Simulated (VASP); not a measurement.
CoO, 8 atoms in the cell. The cell holds a slab with vacuum, 8 atoms: a = 3.167 Å, b = 3.167 Å, c = 25.669 Å, α = 90.00°, β = 90.00°, γ = 120.00°. 

```yaml
Program: VASP 6.6.1
Task: single point
Functional: PBE
Potentials_or_basis: VASP PAW PBE potentials, release 64 (O, Co)
Cutoff: 520 eV
k_mesh: 9 × 9 × 1
Occupations: gaussian, width 0.05 eV
Spin: collinear spin, antiferromagnetic start
Starting_moments: "[-0.17, 0.17, -0.17, 0.17, -2.32, 2.32, -2.32, 2.32] μB"
Dipole_correction: yes
Further_INCAR_settings: ALGO = Normal; EDIFF = 1e-06; NBANDS = 44
```

Potentials or basis: VASP PAW PBE potentials, release 64 (O, Co).

Launch:

```console
$ cat potpaw_PBE.64/O/POTCAR potpaw_PBE.64/Co/POTCAR > POTCAR
$ mpirun -np 1 vasp_std > vasp.out
```

Hardware: 1 thread of Intel(R) Xeon(R) Platinum 8488C (Sapphire Rapids), with other jobs on the host.

Question: Estimate the wall time of this run.

Answer: Wall time 8.5 min on 1 thread of Intel(R) Xeon(R) Platinum 8488C (Sapphire Rapids) (shared host), peak memory 0.49 GiB. Counts: scf iterations 61, k points 12.
